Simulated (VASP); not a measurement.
# Ru2C3 (P-3m1) in VASP: single point with PBE

Aim: the single point of Ru2C3 with PBE.

Everything below comes from runs of VASP 6.6.1. Logs are shortened: lines on timing, memory, paths and dates and some standing lists are left out, and cuts for length are marked.

## (1) The cell of the first run

It takes space group P-3m1 (No. 164, trigonal). The conventional cell has a = 3.214 Å, b = 3.214 Å, c = 5.417 Å, α = 90.00°, β = 90.00°, γ = 120.00°. Within 2.6 Å of Ru (site symmetry 3m) lie 7 C at 1.99 to 2.23 Å. Within 2.9 Å of C (site symmetry -3m) lie 6 Ru at 2.23 Å and 6 C at 2.88 Å. Within 2.6 Å of C (site symmetry 3m) lie 4 Ru at 1.99 to 2.09 Å and 3 C at 2.12 Å.

## (2) Single point, PBE

Contents of INCAR:

```
SYSTEM = Ru2C3
  ALGO = Normal
  EDIFF = 1E-6
  ENCUT = 700
  GGA = PE
  GGA_COMPAT = .False.
  ISIF = 2
  ISMEAR = 0
  LASPH = .True.
  LCHARG = .False.
  LREAL = .False.
  LWAVE = .False.
  NBANDS = 30
  NELM = 120
  PREC = Accurate
  SIGMA = 0.1
```

Contents of KPOINTS:

```
k-points
0
Gamma
  6 6 4
  0 0 0
```

Contents of POSCAR:

```
Ru2C3
1.0
    3.2139202206      0.0000000000      0.0000000000
   -1.6069601103      2.7833365568      0.0000000000
    0.0000000000      0.0000000000      5.4170676018
Ru C
2 3
Direct
    0.3333333333      0.6666666667      0.2269760630
    0.6666666667      0.3333333333      0.7730239370
    0.0000000000      0.0000000000      0.0000000000
    0.3333333333      0.6666666667      0.5942910433
    0.6666666667      0.3333333333      0.4057089567
```

Potentials or basis: VASP PAW PBE potentials, release 64 (Ru_sv, C).

Started as:

```bash
cat potpaw_PBE.64/Ru_sv/POTCAR potpaw_PBE.64/C/POTCAR > POTCAR
mpirun -np 1 vasp_std > vasp.out
```

OUTCAR:

```text
SYSTEM = Ru2C3
   EDIFF = 1E-6
   ENCUT = 700
   GGA = PE
   ISIF = 2
   ISMEAR = 0
   LASPH = .True.
   LREAL = .False.
   NELM = 120
   PREC = Accurate

 ion  position               nearest neighbor table
   1  0.333  0.667  0.227-   4 1.99   5 2.09   5 2.09   5 2.09   3 2.23   3 2.23   3 2.23
   2  0.667  0.333  0.773-   5 1.99   4 2.09   4 2.09   4 2.09   3 2.23   3 2.23   3 2.23
   3  0.000  0.000  0.000-   1 2.23   2 2.23   2 2.23   1 2.23   2 2.23   1 2.23
   4  0.333  0.667  0.594-   1 1.99   2 2.09   2 2.09   2 2.09
   5  0.667  0.333  0.406-   2 1.99   1 2.09   1 2.09   1 2.09

  LATTYP: Found a hexagonal cell.
 ALAT       =     3.2139202206
 C/A-ratio  =     1.6855015775

  Lattice vectors:

 A1 = (   3.2139202206,   0.0000000000,   0.0000000000)
 A2 = (  -1.6069601103,   2.7833365568,   0.0000000000)
 A3 = (   0.0000000000,   0.0000000000,   5.4170676018)

Analysis of symmetry for initial positions (statically):
=====================================================================
 Subroutine PRICEL returns:
 Original cell was already a primitive cell.

 Routine SETGRP: Setting up the symmetry group for a
 hexagonal supercell.

 Subroutine GETGRP returns: Found 12 space group operations
 (whereof 12 operations were pure point group operations)
 out of a pool of 24 trial point group operations.

The static configuration has the point symmetry D_3d.

Analysis of symmetry for dynamics (positions and initial velocities):
=====================================================================
 Subroutine PRICEL returns:
 Original cell was already a primitive cell.

 Routine SETGRP: Setting up the symmetry group for a
 hexagonal supercell.

 Subroutine GETGRP returns: Found 12 space group operations
 (whereof 12 operations were pure point group operations)
 out of a pool of 24 trial point group operations.

The dynamic configuration has the point symmetry D_3d.

 Subroutine INISYM returns: Found 12 space group operations
 (whereof 12 operations are pure point group operations),
 and found     1 'primitive' translations

----------------------------------------------------------------------------------------

                                     Primitive cell

  volume of cell :      48.4580

  direct lattice vectors                    reciprocal lattice vectors
     3.213920221  0.000000000  0.000000000     0.311146491  0.179640511  0.000000000
    -1.606960110  2.783336557  0.000000000     0.000000000  0.359281021  0.000000000
     0.000000000  0.000000000  5.417067602     0.000000000  0.000000000  0.184601721

  length of vectors
     3.213920221  3.213920221  5.417067602     0.359281021  0.359281021  0.184601721

  position of ions in fractional coordinates (direct lattice)
     0.333333333  0.666666667  0.226976063
     0.666666667  0.333333333  0.773023937
     0.000000000  0.000000000  0.000000000
     0.333333333  0.666666667  0.594291043
     0.666666667  0.333333333  0.405708957

  ion indices of the primitive-cell ions
   primitive index   ion index
                 1           1
                 2           2
                 3           3
                 4           4
                 5           5

----------------------------------------------------------------------------------------

 KPOINTS: k-points

Automatic generation of k-mesh.
 Grid dimensions read from file:
 generate k-points for:    6    6    4

 Generating k-lattice:

  Cartesian coordinates                     Fractional coordinates (reciprocal lattice)
     0.051857749  0.029940085  0.000000000     0.166666667  0.000000000  0.000000000
     0.000000000  0.059880170  0.000000000     0.000000000  0.166666667  0.000000000
     0.000000000  0.000000000  0.046150430     0.000000000  0.000000000  0.250000000

  Length of vectors
     0.059880170  0.059880170  0.046150430

  Shift w.r.t. Gamma in fractional coordinates (k-lattice)
     0.000000000  0.000000000  0.000000000

 Subroutine IBZKPT returns following result:
 ===========================================

 Found     24 irreducible k-points:

 Following reciprocal coordinates:
            Coordinates               Weight
  0.000000  0.000000  0.000000      1.000000
  0.166667 -0.000000  0.000000      6.000000
  0.333333  0.000000  0.000000      6.000000
  0.500000  0.000000  0.000000      3.000000
  0.166667  0.166667  0.000000      6.000000
  0.333333  0.166667  0.000000     12.000000
[... 16 lines left out ...]
  0.333333  0.166667  0.500000     12.000000
  0.333333  0.333333  0.500000      2.000000
   k-points           NKPTS =     24   k-points in BZ     NKDIM =     24   number of bands    NBANDS=     30
   number of dos      NEDOS =    301   number of ions     NIONS =      5
   total plane-waves  NPLWV =  37632
   dimension x,y,z NGX =    28 NGY =   28 NGZ =   48
   dimension x,y,z NGXF=    56 NGYF=   56 NGZF=   96
   ions per type =               2   3
   NGX,Y,Z   is equivalent  to a cutoff of  14.48, 14.48, 14.73 a.u.
   NGXF,Y,Z  is equivalent  to a cutoff of  28.97, 28.97, 29.46 a.u.
 SYSTEM =  Ru2C3
   PREC   = accura    normal or accurate (medium, high low for compatibility)
   ISTART =      0    job   : 0-new  1-cont  2-samecut
   ICHARG =      2    charge: 1-file 2-atom 10-const
   ISPIN  =      1    spin polarized calculation?
   LNONCOLLINEAR =      F non collinear calculations
   LSORBIT =      F    spin-orbit coupling
   LASPH  =      T    aspherical Exc in radial PAW
   ENCUT  =  700.0 eV  51.45 Ry    7.17 a.u.   6.93  6.93 11.69*2*pi/ulx,y,z
   NELM   =    120;   NELMIN=  2; NELMDL= -5     # of ELM steps
   EDIFF  = 0.1E-05   stopping-criterion for ELM
   LREAL  =      F    real-space projection
[... 7 lines left out ...]
   TEBEG  =    0.0;   TEEND  =   0.0 temperature during run
   PSTRESS=    0.0 pullay stress
   NELECT =      44.0000    total number of electrons
   NUPDOWN=      -1.0000    fix difference up-down
   EMIN   =  10.00;   EMAX   =-10.00  energy-range for DOS
   EFERMI =   0.00;   METHOD = LEGACY
   ISMEAR =     0;   SIGMA  =   0.10  broadening in eV -4-tet -1-fermi 0-gaus
   EFERMI_NEDOS =   21; number of points for ismear=-14 and -15
   IALGO  =     38    algorithm
   IMIX   =      4    mixing-type and parameters
     AMIX     =   0.40;   BMIX     =  1.00
     AMIX_MAG =   1.60;   BMIX_MAG =  1.00
  volume/ion in A,a.u.               =       9.69        65.40
  Fermi-wavevector in a.u.,A,eV,Ry     =   1.585273  2.995731 34.192667  2.513090
  Thomas-Fermi vector in A             =   2.684763
   LORBIT       =      0    0 simple, 1 ext, 2 COOP (PROOUT), +10 PAW based schemes
   GGA     = PE    functional components
   LHFCALC =     F    Hartree Fock is set to
   AEXX    =    0.0000 exact exchange contribution
   IVDW    =     0    specifies the selected vdW correction
   LEPSILON=     F    determine dielectric tensor
   LRPA    =     F    only Hartree local field effects (RPA)
 non-spin polarized calculation
 Gauss-broadening in eV      SIGMA  =   0.10
  energy-cutoff  :      700.00
  volume of cell :       48.46
 maximum number of plane-waves:      2057
   NGX = 13   NGY = 13   NGZ = 23

 number of electron      44.0000001 magnetization

 Free energy of the ion-electron system (eV)
  ---------------------------------------------------
  ext. energy  EPLUGINS =         0.00000000
  ---------------------------------------------------
  free energy    TOTEN  =       -39.71625320 eV

  energy without entropy =      -39.70330776  energy(sigma->0) =      -39.70978048

 E-fermi :  11.9577     XC(G=0): -13.3384

 val. band max:       11.9408631697   @ k =   0.1667  -0.0000   0.5000
 cond. band min:      11.9795932889   @ k =   0.3333   0.0000   0.5000
 fundamental gap:      0.0387301192
 Fermi energy:        11.9576962478

 k-point     1 :       0.0000    0.0000    0.0000
  band No.  band energies     occupation
      1     -61.4220      2.00000
      2     -61.4031      2.00000
      3     -31.7432      2.00000
      4     -31.5452      2.00000
      5     -31.3149      2.00000
      6     -31.3149      2.00000
[... 22 lines left out ...]
     29      17.6874      0.00000
     30      17.6874      0.00000

 k-point     2 :       0.1667   -0.0000    0.0000
  band No.  band energies     occupation
      1     -61.4178      2.00000
      2     -61.4012      2.00000
      3     -31.7263      2.00000
      4     -31.5525      2.00000
      5     -31.3523      2.00000
      6     -31.3275      2.00000
[... 22 lines left out ...]
     29      17.8719      0.00000
     30      17.8998      0.00000

 k-point     3 :       0.3333    0.0000    0.0000
  band No.  band energies     occupation
      1     -61.4090      2.00000
      2     -61.3981      2.00000
      3     -31.6862      2.00000
      4     -31.5747      2.00000
      5     -31.4265      2.00000
      6     -31.3977      2.00000
[... 22 lines left out ...]
     29      17.7397      0.00000
     30      18.1757      0.00000

 k-point     4 :       0.5000    0.0000    0.0000
  band No.  band energies     occupation
      1     -61.4037      2.00000
      2     -61.3974      2.00000
      3     -31.6573      2.00000
      4     -31.5956      2.00000
      5     -31.4630      2.00000
      6     -31.4335      2.00000
[... 22 lines left out ...]
     29      17.6116      0.00000
     30      18.2800      0.00000

 k-point     5 :       0.1667    0.1667    0.0000
  band No.  band energies     occupation
      1     -61.4113      2.00000
      2     -61.3988      2.00000
      3     -31.6974      2.00000
      4     -31.5674      2.00000
      5     -31.3931      2.00000
      6     -31.3889      2.00000
[... 22 lines left out ...]
     29      17.5106      0.00000
     30      18.2626      0.00000
[... 526 lines left out ...]
     29      17.5765      0.00000
     30      17.9687      0.00000

 k-point    22 :       0.1667    0.1667    0.5000
  band No.  band energies     occupation
      1     -61.4091      2.00000
      2     -61.4010      2.00000
      3     -31.6602      2.00000
      4     -31.6160      2.00000
      5     -31.3836      2.00000
      6     -31.3827      2.00000
[... 22 lines left out ...]
     29      16.9321      0.00000
     30      16.9918      0.00000

 k-point    23 :       0.3333    0.1667    0.5000
  band No.  band energies     occupation
      1     -61.4026      2.00000
      2     -61.3985      2.00000
      3     -31.6459      2.00000
      4     -31.6259      2.00000
      5     -31.4292      2.00000
      6     -31.4144      2.00000
[... 22 lines left out ...]
     29      17.1986      0.00000
     30      17.3638      0.00000

 k-point    24 :       0.3333    0.3333    0.5000
  band No.  band energies     occupation
      1     -61.3991      2.00000
      2     -61.3991      2.00000
      3     -31.6336      2.00000
      4     -31.6336      2.00000
      5     -31.4215      2.00000
      6     -31.3958      2.00000
[... 22 lines left out ...]
     29      16.9828      0.00000
     30      16.9828      0.00000

------------------------ aborting loop because EDIFF is reached ----------------------------------------

  FORCE on cell =-STRESS in cart. coord.  units (eV):
  Direction    XX          YY          ZZ          XY          YZ          ZX
  --------------------------------------------------------------------------------------
  -------------------------------------------------------------------------------------
  Total       -0.1119044     -0.1119044     -0.1172404      0.0000000     -0.0000000      0.0000000
  in kB       -3.6999218     -3.6999218     -3.8763495      0.0000000     -0.0000000      0.0000000
  external PRESSURE =      -3.7587310 kB  Pullay stress =       0.0000000 kB

 VOLUME and BASIS-vectors are now :
 -----------------------------------------------------------------------------
  energy-cutoff  :      700.00
  volume of cell :       48.46
      direct lattice vectors                 reciprocal lattice vectors
     3.213920221  0.000000000  0.000000000     0.311146491  0.179640511  0.000000000
    -1.606960110  2.783336557  0.000000000     0.000000000  0.359281021  0.000000000
     0.000000000  0.000000000  5.417067602     0.000000000  0.000000000  0.184601721

 POSITION                                       TOTAL-FORCE (eV/Angst)
 -----------------------------------------------------------------------------------
     -0.00000      1.85556      1.22954         0.000000     -0.000000      0.009735
      1.60696      0.92778      4.18752        -0.000000      0.000000     -0.009735
      0.00000      0.00000      0.00000         0.000000      0.000000     -0.000000
     -0.00000      1.85556      3.21931         0.000000     -0.000000     -0.003989
      1.60696      0.92778      2.19775        -0.000000      0.000000      0.003989
 -----------------------------------------------------------------------------------
    total drift:                                0.000000     -0.000000     -0.000000

  FREE ENERGIE OF THE ION-ELECTRON SYSTEM (eV)
  ---------------------------------------------------
  free  energy   TOTEN  =       -39.7162531991 eV

  energy  without entropy=      -39.7033077627  energy(sigma->0) =      -39.70978048
```

Wall time 27 s (1 thread of Intel Xeon Platinum 8559C (Emerald Rapids), shared host); peak memory 0.2 GiB.

What came out:

| Property | Result |
| --- | --- |
| Free energy | -39.7163 eV |
| Pressure | -0.4 GPa |
| Largest force | 0.010 eV/Å |
| Band gap on the k mesh | zero (bands 22 and 23 overlap by 1.14 eV) |

Forces in eV/Å, atoms in the order of the input:
```
Ru   0.000  0.000  0.010
Ru   0.000  0.000 -0.010
C    0.000  0.000  0.000
C    0.000  0.000 -0.004
C    0.000  0.000  0.004
```

Caveat: the k points lie up to 0.38 Å⁻¹ apart, too coarse for converged energies and pressures of a metal.

The gap in the log of VASP goes by the Fermi energy; the results here count the filled bands.